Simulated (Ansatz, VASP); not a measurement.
# Two plane-wave programs on Sc

Contents of INCAR:

```
SYSTEM = Sc
PREC = Accurate
ENCUT = 520
EDIFF = 1E-6
ISMEAR = -1
SIGMA = 0.05
LREAL = .False.
LASPH = .True.
NELM = 60
ALGO = Normal
ISIF = 2
LWAVE = .False.
LCHARG = .False.
GGA = PE
NBANDS = 12
```

The input KPOINTS:

```
regular mesh
0
Gamma
  16 16 16
  0 0 0
```

POSCAR

```
Sc
1.0
   -1.6332016422      1.6332016422      1.6332016422
    1.6332016422     -1.6332016422      1.6332016422
    1.6332016422      1.6332016422     -1.6332016422
Sc
1
Direct
    0.0000000000      0.0000000000      0.0000000000
```

Input for Ansatz:

```yaml
crystal:
  lattice:
    - [-1.6332016422, 1.6332016422, 1.6332016422]
    - [1.6332016422, -1.6332016422, 1.6332016422]
    - [1.6332016422, 1.6332016422, -1.6332016422]
  atoms:
    - { symbol: Sc, position: [0.0, 0.0, 0.0] }
kpoints:
  mp_grid: { grid: [16, 16, 16] }
scf:
  occupations: { method: fermi_dirac, width: 0.05 }
hamiltonian:
  xc: pbe
  pseudopotentials: { kind: paw }
output:
  forces: true
  stress: true
  eigenvalues: true
  populations: true
```

Change from the starting cell: volume scaled by 0.7, PAW files.

Alike in both runs: task single point; functional PBE; k mesh 16 × 16 × 16; occupations fermi-dirac, width 0.05 eV; no spin polarisation.

|  | VASP | Ansatz |
| --- | --- | --- |
| version | VASP 6.6.1 | Ansatz 0.2.0 |
| potentials or method | VASP PAW PBE potentials, release 64 (Sc_sv) | PAW with Ansatz's default frozen-core files, scalar-relativistic |
| plane-wave cutoff (eV) | 520 | 420 |
| valence electrons in the cell | 11 | 11 |

|  | VASP | Ansatz | Ansatz less VASP |
| --- | --- | --- | --- |
| pressure (GPa) | 32.3 | 32.1 | -0.19 |

Both programs put the cell under a high pressure, so it lies far from rest at this level.
